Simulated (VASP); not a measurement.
Wanted: the native input for a VASP 6.6.1 run.

```
Task                   : single point
Functional             : LDA
Potentials or basis    : VASP PAW LDA potentials, release 64 (Ti_sv, H)
Cutoff                 : 520 eV
k mesh                 : 7 × 7 × 7
Occupations            : methfessel-paxton, width 0.05 eV
Spin                   : no spin polarisation
Dipole correction      : no
Further INCAR settings : ALGO = Normal; EDIFF = 1e-06; NBANDS = 14
```

The structure of TiH lies in POSCAR:

```
TiH
1.0
    0.0000000000      1.8899338980      1.8899338980
    1.8899338980      0.0000000000      1.8899338980
    1.8899338980      1.8899338980      0.0000000000
Ti H
1 1
Direct
    0.0000000000      0.0000000000      0.0000000000
    0.5000000000      0.5000000000      0.5000000000
```

The input as run:

INCAR

```
ALGO     = Normal         # electronic algorithm
EDIFF    = 1E-6           # SCF threshold, eV
ENCUT    = 520            # plane-wave cutoff, eV
ISIF     = 2              # what is computed and relaxed
ISMEAR   = 1              # smearing method
LASPH    = True           # aspherical terms in the spheres
LCHARG   = False          # write CHGCAR
LREAL    = False          # projectors in reciprocal space
LWAVE    = False          # write WAVECAR
NBANDS   = 14             # bands
NELM     = 60             # most SCF steps
PREC     = Accurate       # precision mode
SIGMA    = 0.05           # smearing width, eV
```

KPOINTS

```
k-points
0
Gamma
  7 7 7
```

Potentials or basis: VASP PAW LDA potentials, release 64 (Ti_sv, H).

Launch:

```console
$ cat potpaw_LDA.64/Ti_sv/POTCAR potpaw_LDA.64/H/POTCAR > POTCAR
$ mpirun -np 1 vasp_std > vasp.out
```

It gave:

```json
{
  "Pressure": "60.0 GPa"
}
```

Caveat: the k points lie up to 0.41 Å⁻¹ apart.

Run time: 2 s on 1 thread of Intel(R) Xeon(R) 6975P-C (Granite Rapids), with other jobs on the host, peak memory 0.11 GiB.
